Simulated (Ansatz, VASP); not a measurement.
**One calculation of Pd, two programs**

```
Pd
1.0
     4.90084    0.00000    0.00000
     0.00000    4.90084    0.00000
     0.00000    0.00000    4.90084
Pd
8
Direct
  0.00000 0.00000 0.00000
  0.50000 0.50000 0.50000
  0.25000 0.00000 0.50000
  0.75000 0.00000 0.50000
  0.50000 0.25000 0.00000
  0.50000 0.75000 0.00000
  0.00000 0.50000 0.25000
  0.00000 0.50000 0.75000
```

Alike in both runs: task relaxation of cell and atoms; functional RPBE; k mesh 5 × 5 × 5; occupations fermi-dirac, width 0.1 eV; no spin polarisation.

|  | VASP | Ansatz |
| --- | --- | --- |
| version | VASP 6.6.1 | Ansatz 0.2.0 |
| potentials or method | VASP PAW PBE potentials, release 64 (Pd), cutoff 600 eV | plane waves (420 eV) with PAW, scalar-relativistic |
| valence electrons in the cell | 80 | 144 |

VASP gave:

* relaxed volume (Å³/atom): 16.23
* relaxed length of the cell vector where the two differ most in proportion (Å): 5.064

Task: Estimate Ansatz's values.

Result: Relaxed volume (Å³/atom): 16.27; relaxed length of the cell vector where the two differ most in proportion (Å): 5.067.

VASP's potentials were made for PBE, not for RPBE. VASP's potentials hold 80 valence electrons a cell and Ansatz's 144, so a difference there can come from the potentials and not from the codes.
